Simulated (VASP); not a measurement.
Wanted: the native input for a VASP 6.6.1 run.

- Task: single point
- Functional: PBE
- Potentials or basis: VASP PAW PBE potentials, release 64 (Be)
- Cutoff: 520 eV
- k mesh: 21 × 21 × 21
- Occupations: fermi-dirac, width 0.08 eV
- Spin: no spin polarisation
- Dipole correction: no
- Further INCAR settings: ALGO = Normal; EDIFF = 1e-07; NBANDS = 7

The structure of Be lies in POSCAR:

```
Be
1.0
   -1.2546104883      1.2546104883      1.2546104883
    1.2546104883     -1.2546104883      1.2546104883
    1.2546104883      1.2546104883     -1.2546104883
Be
1
Direct
    0.0000000000      0.0000000000      0.0000000000
```

The input as run:

INCAR

```
SYSTEM = Be
  PREC = Accurate
  ENCUT = 520
  EDIFF = 1E-7
  ISMEAR = -1
  SIGMA = 0.08
  LREAL = .FALSE.
  LASPH = .TRUE.
  NELM = 60
  ALGO = Normal
  ISIF = 2
  LWAVE = .FALSE.
  LCHARG = .TRUE.
  GGA = PE
  LELF = .TRUE.
  LVHAR = .TRUE.
  NBANDS = 7
```

KPOINTS

```
regular mesh
0
G
  21 21 21
  0 0 0
```

Potentials or basis: VASP PAW PBE potentials, release 64 (Be).

Launch:

```console
$ cat potpaw_PBE.64/Be/POTCAR > POTCAR
$ mpirun -np 1 vasp_std > vasp.out
```

It gave:

```
Pressure               : -1.1 GPa
Band gap on the k mesh : zero (band 1 reaches 11.35 eV, above the bottom of band 2 at 6.54 eV)
```

Wall time 5.3 s on 1 thread of Intel(R) Xeon(R) Platinum 8259CL CPU @ 2.50GHz (Skylake/Cascade Lake) (shared host), peak memory 0.12 GiB.
